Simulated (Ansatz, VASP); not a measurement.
Si: VASP beside Ansatz

```
CELL_PARAMETERS angstrom
3.25885 1.88150 4.05470
-3.25885 1.88150 4.05470
0.00000 -3.76299 4.05470
ATOMIC_POSITIONS crystal
Si 0.44011 0.14212 0.81292
Si 0.81292 0.44011 0.14212
Si 0.14212 0.81292 0.44011
Si 0.55989 0.85788 0.18708
Si 0.18708 0.55989 0.85788
Si 0.85788 0.18708 0.55989
Si 0.00000 0.00000 0.00000
```

Alike in both runs: functional PBE; k mesh 6 × 6 × 6; occupations gaussian, width 0.1 eV; no spin polarisation.

Ansatz relaxed the structure, and its values are those at the end. VASP's run is a single point on that final structure, the one shown.

```csv
,VASP,Ansatz
version,VASP 6.6.1,Ansatz 0.2.0
potentials or method,"VASP PAW PBE potentials, release 64 (Si), cutoff 520 eV","scalar-relativistic, plane waves, PAW"
valence electrons in the cell,28,28
```

Ansatz gave:

| Quantity | Value |
| --- | --- |
| gap on the k mesh at the Fermi level (eV) | none |
| pressure (GPa) | 0.0 |
| rms of the force components (eV/Å) | 0.001 |

**Question.** Which values does VASP return?

**Answer.** gap on the k mesh at the Fermi level (eV): none; pressure (GPa): -0.1; rms of the force components (eV/Å): 0.006.

A gap of «none» marks a metal or a gap that the smearing closes.
